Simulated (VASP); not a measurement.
Ta2C: single point with BLYP+D3(BJ)

Crystal: Ta2C.

```
Ta C
1.0
     3.09681    0.00000    0.00000
    -1.54841    2.68192    0.00000
     0.00000    0.00000    4.90503
Ta C
2 1
Cartesian
  0.0000 1.7879 1.2606
  1.5484 0.8940 3.6444
  0.0000 0.0000 0.0000
```

```yaml
Program: VASP 6.6.1
Task: single point
Functional: BLYP
Dispersion: D3(BJ)
Potentials_or_basis: VASP PAW PBE potentials, release 64 (Ta_sv_GW, C)
Cutoff: 700 eV
k_mesh: 8 × 8 × 6
Occupations: gaussian, width 0.05 eV
Spin: no spin polarisation
```

- Pressure: 0.8 GPa
- Largest force: 0.043 eV/Å
- Band gap on the k mesh: zero (bands 15 and 16 overlap by 0.78 eV)
- Dispersion energy per atom: -1.249 eV

Forces on the atoms (eV/Å):
```
Ta   0.000  0.000  0.043
Ta   0.000  0.000 -0.043
C    0.000  0.000  0.000
```

Stress tensor (GPa, compression positive):
```
0.81 0.00 0.00
0.00 0.81 0.00
0.00 0.00 0.89
```

Levels at points of the mesh, in eV from the Fermi level:
```
           k point  band 12  band 13  band 14  band 15  band 16  band 17  band 18  band 19
(0.00, 0.00, 0.00)    -3.46    -2.85     0.09     0.51     0.51     1.16     1.16     2.22
(0.50, 0.00, 0.00)    -3.92    -3.65    -1.72    -0.12     3.24     3.43     4.70     5.12
(0.00, 0.00, 0.50)    -3.75    -1.92    -1.30    -0.27    -0.27     3.07     3.07     3.42
(0.50, 0.00, 0.50)    -3.43    -2.31    -1.00    -0.92     1.34     1.37     4.33     4.76
```

Run time: 46 s on 1 thread of Intel(R) Xeon(R) 6975P-C (Granite Rapids), with other jobs on the host, peak memory 0.23 GiB.

Caveat: the dispersion term is far too large for a dense solid, which distorts pressure and volume; the PAW data sets were made with another functional, which shifts forces and pressure a little; spin-orbit coupling is left out, which moves the levels of the heavy elements.
